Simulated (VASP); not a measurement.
Bi2H3, 5 atoms in the cell. Symmetry: Cmmm, No. 65, orthorhombic system. Conventional cell: a = 4.875 Å, b = 5.859 Å, c = 6.542 Å, α = 90.00°, β = 90.00°, γ = 90.00°. Within 2.7 Å of Bi (site symmetry mmm) lie 2 H at 2.02 Å. Bi (site symmetry mmm) has 4 H at 2.44 to 2.93 Å and 2 Bi at 3.27 Å within 3.3 Å. H (site symmetry 2mm) has 1 H at 0.83 Å within 1.1 Å. Within 3.3 Å of H (site symmetry mmm) lie 4 Bi at 2.44 to 2.93 Å and 4 H at 3.30 Å. The cell was built from a structure type or drawn by symmetry, and may not be a known phase.

* Program: VASP 6.6.1
* Task: relaxation of cell and atoms
* Functional: PBE
* Potentials or basis: VASP PAW PBE potentials, release 64 (Bi_d, H)
* Cutoff: 600 eV
* k mesh: 10 × 10 × 6
* Occupations: gaussian, width 0.1 eV
* Spin: no spin polarisation
* Dipole correction: no
* Further INCAR settings: ALGO = Normal; EDIFF = 1e-06; IBRION = 2; EDIFFG = -0.01; NSW = 100; ISIF = 3

Potentials or basis: VASP PAW PBE potentials, release 64 (Bi_d, H).

The run is started by

```sh
$ cat potpaw_PBE.64/Bi_d/POTCAR potpaw_PBE.64/H/POTCAR > POTCAR
$ mpirun -np 1 vasp_std > vasp.out
```

Hardware: 1 thread of AMD EPYC 9R45 96-Core Processor (Zen 5), with other jobs on the host.

Question: Estimate the wall time of this run.

Answer: It took 29 min on 1 thread of AMD EPYC 9R45 96-Core Processor (Zen 5), with other jobs on the host, peak memory 0.37 GiB. Counts: scf iterations 193, k points 124, ion steps 30.
